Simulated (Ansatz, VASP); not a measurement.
**CdSe in VASP and in Ansatz**

```
Cd Se
1.0
     0.00000    3.21064    3.21064
     3.21064    0.00000    3.21064
     3.21064    3.21064    0.00000
Cd Se
1 1
Direct
  0.00000 0.00000 0.00000
  0.75000 0.75000 0.75000
```

Alike in both runs: task single point; functional PBE; k mesh 10 × 10 × 10; occupations gaussian, width 0.05 eV; no spin polarisation.

```csv
,VASP,Ansatz
version,VASP 6.6.1,Ansatz 0.2.0
potentials or method,"VASP PAW PBE potentials, release 64 (Cd, Se), cutoff 520 eV","scalar-relativistic, plane waves, PAW"
valence electrons in the cell,18,36
```

|  | VASP | Ansatz | Ansatz less VASP |
| --- | --- | --- | --- |
| gap on the k mesh at the Fermi level (eV) | 0.27 | 0.28 | +0.003 |
| least direct gap on the mesh (eV) | 0.27 | 0.28 | +0.003 |
| pressure (GPa) | -3.6 | -3.7 | -0.16 |

With one functional, cell and mesh, what is left measures potentials, basis and numerics. VASP's potentials hold 18 valence electrons a cell and Ansatz's 36, so a difference there can come from the potentials and not from the codes.
